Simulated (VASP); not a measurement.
Input of a VASP 6.6.1 run:

The input INCAR:

```
  ALGO = Normal
  EDIFF = 1E-6
  ENCUT = 520
  GGA = PS
  ISIF = 2
  ISMEAR = -1
  IVDW = 12
  LASPH = T
  LCHARG = F
  LREAL = F
  LWAVE = F
  NBANDS = 18
  NELM = 80
  PREC = Accurate
  SIGMA = 0.05
```

KPOINTS

```
k-points
0
Gamma
  7 7 7
```

Contents of POSCAR:

```
ScAl3
1.0
    4.0259969016      0.0000000000      0.0000000000
    0.0000000000      4.0259969016      0.0000000000
    0.0000000000      0.0000000000      4.0259969016
Sc Al
1 3
Direct
    0.0000000000      0.0000000000      0.0000000000
    0.5000000000      0.5000000000      0.0000000000
    0.0000000000      0.5000000000      0.5000000000
    0.5000000000      0.0000000000      0.5000000000
```

Potentials or basis: VASP PAW PBE potentials, release 64 (Sc_sv, Al).

Launch:

```bash
$ cat potpaw_PBE.64/Sc_sv/POTCAR potpaw_PBE.64/Al/POTCAR > POTCAR
$ mpirun -np 1 vasp_std > vasp.out
```

Problem. Predict the pressure.

Solution. -0.4 GPa.

Problem. Estimate the band gap on the k mesh.

Solution. Zero (band 10 reaches 8.62 eV, above the bottom of band 11 at 4.90 eV).

Caveat: three body term missing; the PAW data sets were made with another functional, which shifts forces and pressure a little; pairwise dispersion overbinds metals, which lowers pressure and volume.
